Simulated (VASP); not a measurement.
SrIr2, 6 atoms in the cell. It takes space group Fd-3m (No. 227, cubic). The conventional cell has a = 7.540 Å, b = 7.540 Å, c = 7.540 Å, α = 90.00°, β = 90.00°, γ = 90.00°. Sr (site symmetry -43m) has 12 Ir at 3.13 Å and 4 Sr at 3.26 Å within 4.1 Å. Ir (site symmetry -3m) has 6 Ir at 2.67 Å and 6 Sr at 3.13 Å within 3.5 Å. 

```yaml
Program: VASP 6.6.1
Task: single point
Functional: r2SCAN
Potentials_or_basis: VASP PAW PBE potentials, release 64 (Sr_sv, Ir_sv_GW)
Cutoff: 620 eV
k_mesh: 8 × 8 × 8
Occupations: gaussian, width 0.1 eV
Spin: no spin polarisation
Dipole_correction: no
Further_INCAR_settings: ALGO = Normal; EDIFF = 1e-06; NBANDS = 53
```

Potentials or basis: VASP PAW PBE potentials, release 64 (Sr_sv, Ir_sv_GW).

The run is started by

```bash
$ cat potpaw_PBE.64/Sr_sv/POTCAR potpaw_PBE.64/Ir_sv_GW/POTCAR > POTCAR
$ cp INCAR.step1 INCAR
$ mpirun -np 1 vasp_std > vasp.out
$ cp INCAR.step2 INCAR
$ mpirun -np 1 vasp_std > vasp.out
```

Hardware: 1 thread of Intel(R) Xeon(R) Platinum 8259CL CPU @ 2.50GHz (Skylake/Cascade Lake) (shared host).

Problem. How long does it take, and how much memory?

Solution. Wall time 21 min on 1 thread of Intel(R) Xeon(R) Platinum 8259CL CPU @ 2.50GHz (Skylake/Cascade Lake), with other jobs on the host, peak memory 0.47 GiB. Counts: k points 29.
